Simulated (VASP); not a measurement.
A run of VASP 6.6.1 is set up as follows.

File INCAR:

```
PREC     = Accurate       # precision mode
ENCUT    = 400            # plane-wave cutoff, eV
EDIFF    = 1E-6           # SCF threshold, eV
ISMEAR   = -4             # smearing method
SIGMA    = 0.05           # smearing width, eV
LREAL    = F              # projectors in reciprocal space
LASPH    = T              # aspherical terms in the spheres
NELM     = 120            # most SCF steps
ALGO     = Normal         # electronic algorithm
ISIF     = 2              # what is computed and relaxed
LWAVE    = F              # write WAVECAR
LCHARG   = T              # write CHGCAR
GGA      = PE             # functional
IVDW     = 12             # dispersion correction
LELF     = T              # ELF
LVHAR    = T            
NBANDS   = 41             # bands
GGA_COMPAT= F
```

The input KPOINTS:

```
regular mesh
0
Gamma
  9 9 2
```

File POSCAR:

```
Al3Zn2As3Se2
1.0
    4.0502457815      0.0000000000      0.0000000000
   -2.0251228907      3.5076157383      0.0000000000
    0.0000000000      0.0000000000     16.3917919550
Al As Zn Se
3 3 2 2
Direct
    0.3931211203      0.6068788797      0.1076825194
    0.7109092141      1.2890907859      0.3093609017
    1.0338525775      1.9661474225      0.5111264228
    0.7249698239      1.2750301761      0.1560696079
    1.0426382375      1.9573617625      0.3582019487
    1.3619722211      2.6380277789      0.5660710821
    1.7993665553      3.2006334447      0.6948804942
    2.0729688796      3.9270311204      0.9021338615
    2.1211021853      3.8788978147      0.7553392353
    2.4057658521      4.5942341479      0.9576142187
```

Potentials or basis: VASP PAW PBE potentials, release 64 (Al, As, Zn, Se).

The run is started by

```console
$ cat potpaw_PBE.64/Al/POTCAR potpaw_PBE.64/As/POTCAR potpaw_PBE.64/Zn/POTCAR potpaw_PBE.64/Se/POTCAR > POTCAR
$ mpirun -np 1 vasp_std > vasp.out
```

Task: What does it give for the band gap on the k mesh?

Result: 0.86 eV.

Task: What does it give for the dispersion energy per atom?

Result: -0.311 eV.

Task: Estimate the pressure.

Result: -3.0 GPa.

Task: Predict the largest force.

Result: 0.020 eV/Å.

Forces in eV/Å, atoms in the order of the input:
```
Al   0.000  0.000 -0.013
Al  -0.003  0.002 -0.010
Al  -0.004  0.002  0.010
As   0.000  0.000  0.004
As   0.004 -0.002  0.002
As   0.009 -0.005 -0.007
Zn  -0.009  0.005 -0.002
Zn  -0.002  0.001 -0.005
Se   0.006 -0.004  0.002
Se  -0.002  0.001  0.020
```

Caveat: three body term missing.
